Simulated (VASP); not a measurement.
# La (P6_3/mmc) in VASP: further runs

La is run at these levels: PBE; tasks: single point, relaxation of cell and atoms.

All numbers are computed with VASP 6.6.1; they aren't measurements. Logs are shortened: lines on timing, memory, paths and dates and some standing lists are left out, and cuts for length are marked.

## Step 1: The cell of the first run

Symmetry: P6_3/mmc, No. 194, hexagonal system. Conventional cell: a = 3.774 Å, b = 3.774 Å, c = 12.118 Å, α = 90.00°, β = 90.00°, γ = 120.00°. La (site symmetry -3m) has 12 La at 3.73 to 3.77 Å within 4.9 Å. Within 4.9 Å of La (site symmetry -6m2) lie 12 La at 3.73 to 3.77 Å.

## Step 2: Single point, PBE

Input file INCAR:

```
ALGO = Normal
EDIFF = 1E-6
ENCUT = 520
GGA = PE
ISIF = 2
ISMEAR = -1
LASPH = True
LCHARG = False
LREAL = False
LWAVE = False
NBANDS = 30
NELM = 60
PREC = Accurate
SIGMA = 0.1
```

Input file KPOINTS:

```
k-points
0
Gamma
  6 6 2
```

Input file POSCAR:

```
La
1.0
    3.7738712006      0.0000000000      0.0000000000
   -1.8869356003      3.2682683304      0.0000000000
    0.0000000000      0.0000000000     12.1178013971
La
4
Direct
    0.0000000000      0.0000000000      0.0000000000
    0.0000000000      0.0000000000      0.5000000000
    0.3333333333      0.6666666667      0.7500000000
    0.6666666667      0.3333333333      0.2500000000
```

Potentials or basis: VASP PAW PBE potentials, release 64 (La).

The run is started by

```sh
> cat potpaw_PBE.64/La/POTCAR > POTCAR
> mpirun -np 1 vasp_std > vasp.out
```

OUTCAR:

```text
EDIFF = 1E-6
   ENCUT = 520
   GGA = PE
   ISIF = 2
   ISMEAR = -1
   LASPH = True
   LREAL = False
   NELM = 60
   PREC = Accurate

 ion  position               nearest neighbor table
   1  0.000  0.000  0.000-
   2  0.000  0.000  0.500-
   3  0.333  0.667  0.750-
   4  0.667  0.333  0.250-

  LATTYP: Found a hexagonal cell.
 ALAT       =     3.7738712006
 C/A-ratio  =     3.2109737596

  Lattice vectors:

 A1 = (   3.7738712006,   0.0000000000,   0.0000000000)
 A2 = (  -1.8869356003,   3.2682683304,   0.0000000000)
 A3 = (   0.0000000000,   0.0000000000,  12.1178013971)

Analysis of symmetry for initial positions (statically):
=====================================================================
 Subroutine PRICEL returns:
 Original cell was already a primitive cell.

 Routine SETGRP: Setting up the symmetry group for a
 hexagonal supercell.

 Subroutine GETGRP returns: Found 24 space group operations
 (whereof 12 operations were pure point group operations)
 out of a pool of 24 trial point group operations.

The static configuration has the point symmetry D_3d.
 The point group associated with its full space group is D_6h.

Analysis of symmetry for dynamics (positions and initial velocities):
=====================================================================
 Subroutine PRICEL returns:
 Original cell was already a primitive cell.

 Routine SETGRP: Setting up the symmetry group for a
 hexagonal supercell.

 Subroutine GETGRP returns: Found 24 space group operations
 (whereof 12 operations were pure point group operations)
 out of a pool of 24 trial point group operations.

The dynamic configuration has the point symmetry D_3d.
 The point group associated with its full space group is D_6h.

 Subroutine INISYM returns: Found 24 space group operations
 (whereof 12 operations are pure point group operations),
 and found     1 'primitive' translations

----------------------------------------------------------------------------------------

                                     Primitive cell

  volume of cell :     149.4612

  direct lattice vectors                    reciprocal lattice vectors
     3.773871201  0.000000000  0.000000000     0.264979896  0.152986215  0.000000000
    -1.886935600  3.268268330  0.000000000     0.000000000  0.305972429  0.000000000
     0.000000000  0.000000000 12.117801397     0.000000000  0.000000000  0.082523221

  length of vectors
     3.773871201  3.773871201 12.117801397     0.305972429  0.305972429  0.082523221

  position of ions in fractional coordinates (direct lattice)
     0.000000000  0.000000000  0.000000000
     0.000000000  0.000000000  0.500000000
     0.333333333  0.666666667  0.750000000
     0.666666667  0.333333333  0.250000000

  ion indices of the primitive-cell ions
   primitive index   ion index
                 1           1
                 2           2
                 3           3
                 4           4

----------------------------------------------------------------------------------------

 KPOINTS: k-points

Automatic generation of k-mesh.
 Grid dimensions read from file:
 generate k-points for:    6    6    2

 Generating k-lattice:

  Cartesian coordinates                     Fractional coordinates (reciprocal lattice)
     0.044163316  0.025497702  0.000000000     0.166666667  0.000000000  0.000000000
     0.000000000  0.050995405  0.000000000     0.000000000  0.166666667  0.000000000
     0.000000000  0.000000000  0.041261610     0.000000000  0.000000000  0.500000000

  Length of vectors
     0.050995405  0.050995405  0.041261610

  Shift w.r.t. Gamma in fractional coordinates (k-lattice)
     0.000000000  0.000000000  0.000000000

 Subroutine IBZKPT returns following result:
 ===========================================

 Found     14 irreducible k-points:

 Following reciprocal coordinates:
            Coordinates               Weight
  0.000000  0.000000  0.000000      1.000000
  0.166667  0.000000  0.000000      6.000000
  0.333333  0.000000  0.000000      6.000000
  0.500000  0.000000  0.000000      3.000000
  0.166667  0.166667  0.000000      6.000000
  0.333333  0.166667  0.000000     12.000000
  0.333333  0.333333  0.000000      2.000000
  0.000000  0.000000  0.500000      1.000000
  0.166667  0.000000  0.500000      6.000000
  0.333333  0.000000  0.500000      6.000000
  0.500000  0.000000  0.500000      3.000000
  0.166667  0.166667  0.500000      6.000000
  0.333333  0.166667  0.500000     12.000000
  0.333333  0.333333  0.500000      2.000000
   k-points           NKPTS =     14   k-points in BZ     NKDIM =     14   number of bands    NBANDS=     30
   number of dos      NEDOS =    301   number of ions     NIONS =      4
   total plane-waves  NPLWV =  70560
   dimension x,y,z NGX =    28 NGY =   28 NGZ =   90
   dimension x,y,z NGXF=    56 NGYF=   56 NGZF=  180
   ions per type =               4
   NGX,Y,Z   is equivalent  to a cutoff of  12.33, 12.33, 12.35 a.u.
   NGXF,Y,Z  is equivalent  to a cutoff of  24.67, 24.67, 24.69 a.u.
 SYSTEM =  unknown system
   PREC   = accura    normal or accurate (medium, high low for compatibility)
   ISTART =      0    job   : 0-new  1-cont  2-samecut
   ICHARG =      2    charge: 1-file 2-atom 10-const
   ISPIN  =      1    spin polarized calculation?
   LNONCOLLINEAR =      F non collinear calculations
   LSORBIT =      F    spin-orbit coupling
   LASPH  =      T    aspherical Exc in radial PAW
   ENCUT  =  520.0 eV  38.22 Ry    6.18 a.u.   7.02  7.02 22.53*2*pi/ulx,y,z
   NELM   =     60;   NELMIN=  2; NELMDL= -5     # of ELM steps
   EDIFF  = 0.1E-05   stopping-criterion for ELM
   LREAL  =      F    real-space projection
   EDIFFG = 0.1E-04   stopping-criterion for IOM
   NSW    =      0    number of steps for IOM
   IBRION =     -1    ionic relax: 0-MD 1-quasi-New 2-CG
   NFREE  =      0    steps in history (QN), initial steepest desc. (CG)
   ISIF   =      2    stress and relaxation
   ISYM   =      2    0-nonsym 1-usesym 2-fastsym
   POTIM  = 0.5000    time-step for ionic-motion
   TEBEG  =    0.0;   TEEND  =   0.0 temperature during run
   PSTRESS=    0.0 pullay stress
   NELECT =      44.0000    total number of electrons
   NUPDOWN=      -1.0000    fix difference up-down
   EMIN   =  10.00;   EMAX   =-10.00  energy-range for DOS
   EFERMI =   0.00;   METHOD = LEGACY
   ISMEAR =    -1;   SIGMA  =   0.10  broadening in eV -4-tet -1-fermi 0-gaus
   EFERMI_NEDOS =   21; number of points for ismear=-14 and -15
   IALGO  =     38    algorithm
   IMIX   =      4    mixing-type and parameters
     AMIX     =   0.40;   BMIX     =  1.00
     AMIX_MAG =   1.60;   BMIX_MAG =  1.00
  volume/ion in A,a.u.               =      37.37       252.15
  Fermi-wavevector in a.u.,A,eV,Ry     =   1.089054  2.058014 16.137043  1.186039
  Thomas-Fermi vector in A             =   2.225249
   LORBIT       =      0    0 simple, 1 ext, 2 COOP (PROOUT), +10 PAW based schemes
   GGA     = PE    functional components
   LHFCALC =     F    Hartree Fock is set to
   AEXX    =    0.0000 exact exchange contribution
   IVDW    =     0    specifies the selected vdW correction
   LEPSILON=     F    determine dielectric tensor
   LRPA    =     F    only Hartree local field effects (RPA)
 non-spin polarized calculation
  energy-cutoff  :      520.00
  volume of cell :      149.46
 maximum number of plane-waves:      4044
 NGX is ok and might be reduce to    28
   NGX = 13   NGY = 13   NGZ = 45

 number of electron      43.9999999 magnetization

 Free energy of the ion-electron system (eV)
  ---------------------------------------------------
  ext. energy  EPLUGINS =         0.00000000
  ---------------------------------------------------
  free energy    TOTEN  =       -19.66941918 eV

  energy without entropy =      -19.46746654  energy(sigma->0) =      -19.56844286

 E-fermi :   7.8141     XC(G=0):  -9.5361

 val. band max:        7.7852782527   @ k =   0.3333   0.3333   0.5000
 cond. band min:       7.8186537216   @ k =   0.3333   0.3333   0.0000
 fundamental gap:      0.0333754689
 Fermi energy:         7.8141055527

 k-point     1 :       0.0000    0.0000    0.0000
  band No.  band energies     occupation
      1     -25.0660      2.00000
      2     -24.9685      2.00000
      3     -24.9630      2.00000
      4     -24.8621      2.00000
      5      -9.4586      2.00000
      6      -8.8052      2.00000
[... 22 lines left out ...]
     29       9.2164      0.00000
     30       9.2953      0.00000

 k-point     2 :       0.1667    0.0000    0.0000
  band No.  band energies     occupation
      1     -25.0252      2.00000
      2     -24.9389      2.00000
      3     -24.9334      2.00000
      4     -24.8445      2.00000
      5      -9.3484      2.00000
      6      -8.8622      2.00000
[... 22 lines left out ...]
     29       9.3778      0.00000
     30       9.4223      0.00000

 k-point     3 :       0.3333    0.0000    0.0000
  band No.  band energies     occupation
      1     -24.9349      2.00000
      2     -24.8789      2.00000
      3     -24.8732      2.00000
      4     -24.8162      2.00000
      5      -9.2052      2.00000
      6      -9.1935      2.00000
[... 22 lines left out ...]
     29       9.2430      0.00000
     30       9.4597      0.00000

 k-point     4 :       0.5000    0.0000    0.0000
  band No.  band energies     occupation
      1     -24.8789      2.00000
      2     -24.8485      2.00000
      3     -24.8426      2.00000
      4     -24.8118      2.00000
      5      -9.4059      2.00000
      6      -9.3760      2.00000
[... 22 lines left out ...]
     29       9.5469      0.00000
     30       9.6052      0.00000

 k-point     5 :       0.1667    0.1667    0.0000
  band No.  band energies     occupation
      1     -24.9592      2.00000
      2     -24.8940      2.00000
      3     -24.8884      2.00000
      4     -24.8219      2.00000
      5      -9.1572      2.00000
      6      -9.0465      2.00000
[... 22 lines left out ...]
     29       9.1614      0.00000
     30       9.1949      0.00000

 k-point     6 :       0.3333    0.1667    0.0000
  band No.  band energies     occupation
      1     -24.8797      2.00000
      2     -24.8485      2.00000
      3     -24.8427      2.00000
      4     -24.8113      2.00000
      5      -9.2830      2.00000
      6      -9.2552      2.00000
[... 22 lines left out ...]
     29       9.2633      0.00000
     30       9.4209      0.00000

 k-point     7 :       0.3333    0.3333    0.0000
  band No.  band energies     occupation
      1     -24.8332      2.00000
      2     -24.8332      2.00000
      3     -24.8276      2.00000
      4     -24.8274      2.00000
      5      -9.1726      2.00000
      6      -9.0665      2.00000
[... 22 lines left out ...]
     29       9.3886      0.00000
     30       9.4284      0.00000

 k-point     8 :       0.0000    0.0000    0.5000
  band No.  band energies     occupation
      1     -25.0370      2.00000
      2     -25.0370      2.00000
      3     -24.8928      2.00000
      4     -24.8928      2.00000
      5      -9.2737      2.00000
      6      -9.2737      2.00000
[... 22 lines left out ...]
     29       9.3151      0.00000
     30       9.3440      0.00000

 k-point     9 :       0.1667    0.0000    0.5000
  band No.  band energies     occupation
      1     -24.9994      2.00000
      2     -24.9994      2.00000
      3     -24.8716      2.00000
      4     -24.8716      2.00000
      5      -9.2080      2.00000
      6      -9.2080      2.00000
[... 22 lines left out ...]
     29       9.3172      0.00000
     30       9.3389      0.00000

 k-point    10 :       0.3333    0.0000    0.5000
  band No.  band energies     occupation
      1     -24.9178      2.00000
      2     -24.9178      2.00000
      3     -24.8338      2.00000
      4     -24.8338      2.00000
      5      -9.1919      2.00000
      6      -9.1919      2.00000
[... 22 lines left out ...]
     29       9.2834      0.00000
     30       9.3080      0.00000

 k-point    11 :       0.5000    0.0000    0.5000
  band No.  band energies     occupation
      1     -24.8693      2.00000
      2     -24.8693      2.00000
      3     -24.8217      2.00000
      4     -24.8217      2.00000
      5      -9.3365      2.00000
      6      -9.3365      2.00000
[... 22 lines left out ...]
     29       9.4707      0.00000
     30       9.4812      0.00000

 k-point    12 :       0.1667    0.1667    0.5000
  band No.  band energies     occupation
      1     -24.9394      2.00000
      2     -24.9394      2.00000
      3     -24.8423      2.00000
      4     -24.8423      2.00000
      5      -9.1458      2.00000
      6      -9.1458      2.00000
[... 22 lines left out ...]
     29       9.3474      0.00000
     30       9.3523      0.00000

 k-point    13 :       0.3333    0.1667    0.5000
  band No.  band energies     occupation
      1     -24.8698      2.00000
      2     -24.8698      2.00000
      3     -24.8213      2.00000
      4     -24.8213      2.00000
      5      -9.2226      2.00000
      6      -9.2226      2.00000
[... 22 lines left out ...]
     29       9.2963      0.00000
     30       9.3419      0.00000

 k-point    14 :       0.3333    0.3333    0.5000
  band No.  band energies     occupation
      1     -24.8332      2.00000
      2     -24.8332      2.00000
      3     -24.8275      2.00000
      4     -24.8275      2.00000
      5      -9.1313      2.00000
      6      -9.1313      2.00000
[... 22 lines left out ...]
     29       9.3762      0.00000
     30       9.3836      0.00000

------------------------ aborting loop because EDIFF is reached ----------------------------------------

  FORCE on cell =-STRESS in cart. coord.  units (eV):
  Direction    XX          YY          ZZ          XY          YZ          ZX
  --------------------------------------------------------------------------------------
  -------------------------------------------------------------------------------------
  Total        0.0609067      0.0609067      0.0672439      0.0000000     -0.0000000      0.0000000
  in kB        0.6529011      0.6529011      0.7208331      0.0000000     -0.0000000      0.0000000
  external PRESSURE =       0.6755451 kB  Pullay stress =       0.0000000 kB

 VOLUME and BASIS-vectors are now :
 -----------------------------------------------------------------------------
  energy-cutoff  :      520.00
  volume of cell :      149.46
      direct lattice vectors                 reciprocal lattice vectors
     3.773871201  0.000000000  0.000000000     0.264979896  0.152986215  0.000000000
    -1.886935600  3.268268330  0.000000000     0.000000000  0.305972429  0.000000000
     0.000000000  0.000000000 12.117801397     0.000000000  0.000000000  0.082523221

 POSITION                                       TOTAL-FORCE (eV/Angst)
 -----------------------------------------------------------------------------------
      0.00000      0.00000      0.00000        -0.000000      0.000000      0.000000
      0.00000      0.00000      6.05890        -0.000000      0.000000      0.000000
     -0.00000      2.17885      9.08835         0.000000      0.000000      0.000000
      1.88694      1.08942      3.02945        -0.000000     -0.000000     -0.000000
 -----------------------------------------------------------------------------------
    total drift:                               -0.000000      0.000000      0.000000

  FREE ENERGIE OF THE ION-ELECTRON SYSTEM (eV)
  ---------------------------------------------------
  free  energy   TOTEN  =       -19.6694191786 eV

  energy  without entropy=      -19.4674665367  energy(sigma->0) =      -19.56844286
```

Wall time 61 s (1 thread of Intel Xeon Platinum 8488C (Sapphire Rapids), shared host); peak memory 0.26 GiB.

Results:

```yaml
Free_energy: -19.6694 eV
Pressure: 0.1 GPa
Band_gap_on_the_k_mesh: zero (bands 22 and 23 overlap by 1.00 eV)
```

Levels at points of the mesh, in eV from the Fermi level:
```csv
k point,band 20,band 21,band 22,band 23,band 24,band 25
"(0.00, 0.00, 0.00)",-1.74,0.50,0.63,1.24,1.25,1.28
"(0.50, 0.00, 0.00)",-1.05,-0.65,-0.28,-0.19,0.44,0.93
"(0.00, 0.00, 0.50)",-1.67,0.80,0.80,1.23,1.23,1.31
"(0.50, 0.00, 0.50)",-1.38,-1.05,-1.05,0.66,0.66,1.25
```

Caveat: spin-orbit coupling is left out, which moves the levels of the heavy elements.

## Step 3: Relaxation of cell and atoms, PBE

Input file INCAR:

```
PREC = Accurate
ENCUT = 600
EDIFF = 1E-7
ISMEAR = -1
SIGMA = 0.1
LREAL = F
LASPH = T
NELM = 100
ALGO = Normal
ISIF = 3
LWAVE = F
LCHARG = F
GGA = PE
IBRION = 2
NSW = 80
EDIFFG = -0.02
```

Input file KPOINTS:

```
regular mesh
0
Gamma
  6 6 2
```

Input file POSCAR:

```
La
1.0
    3.7700000000      0.0000000000      0.0000000000
   -1.8850000000      3.2649160000      0.0000000000
    0.0000000000      0.0000000000     12.1590000000
La
4
Direct
    0.0000000000      0.0000000000      0.0000000000
    0.0000000000      0.0000000000      0.5000000000
    0.3333333333      0.6666666667      0.7500000000
    0.6666666667      0.3333333333      0.2500000000
```

Potentials or basis: VASP PAW PBE potentials, release 64 (La).

The run is started by

```sh
> cat potpaw_PBE.64/La/POTCAR > POTCAR
> mpirun -np 1 vasp_std > vasp.out
```

It took 2.3 min on 1 thread of Intel Xeon Platinum 8488C (Sapphire Rapids), shared host; peak memory 0.32 GiB.

It converged, with:

- Free energy: -19.6725 eV
- Relaxed volume: 37.47 Å³/atom
- Relaxed cell: a = 3.775 Å, b = 3.775 Å, c = 12.147 Å, α = 90.00°, β = 90.00°, γ = 120.00°
- Space group after relaxing (to 0.1 Å): P6_3/mmc (No. 194)
- Energy gained by relaxing: 0.1 meV/atom
- Ionic steps: 2
- Pressure after relaxing: 0.0 GPa
- Band gap on the k mesh: zero (bands 22 and 23 overlap by 1.00 eV)

Stress tensor (GPa, compression positive):
```
 0.03  0.00  0.00
 0.00  0.03  0.00
 0.00  0.00 -0.05
```

The path:
| step | energy change (eV) | largest force (eV/Å) | pressure (GPa) | volume (Å³) |
| --- | --- | --- | --- | --- |
| 1 | 0.0000 | 0.0000 | 0.04 | 149.66 |
| 2 | -0.0002 | 0.0000 | 0.00 | 149.87 |

Final structure:
```xyz
4
Lattice="3.7745 0.0000 0.0000 -1.8873 3.2689 0.0000 0.0000 0.0000 12.1467" Properties=species:S:1:pos:R:3 pbc="T T T"
La    3.7745    0.0000    0.0000
La    3.7745    0.0000    6.0734
La    0.0000    2.1792    9.1100
La    1.8873    1.0896    3.0367
```

Levels at points of the mesh, in eV from the Fermi level:
```
           k point  band 19  band 20  band 21  band 22  band 23  band 24  band 25  band 26
(0.00, 0.00, 0.00)    -1.87    -1.73     0.50     0.62     1.25     1.27     1.27     1.31
(0.50, 0.00, 0.00)    -1.52    -1.05    -0.65    -0.29    -0.20     0.43     0.92     1.19
(0.00, 0.00, 0.50)    -1.66    -1.66     0.80     0.80     1.22     1.22     1.31     1.31
(0.50, 0.00, 0.50)    -1.38    -1.38    -1.04    -1.04     0.65     0.65     1.25     1.25
```

Caveat: spin-orbit coupling is left out, which moves the levels of the heavy elements.
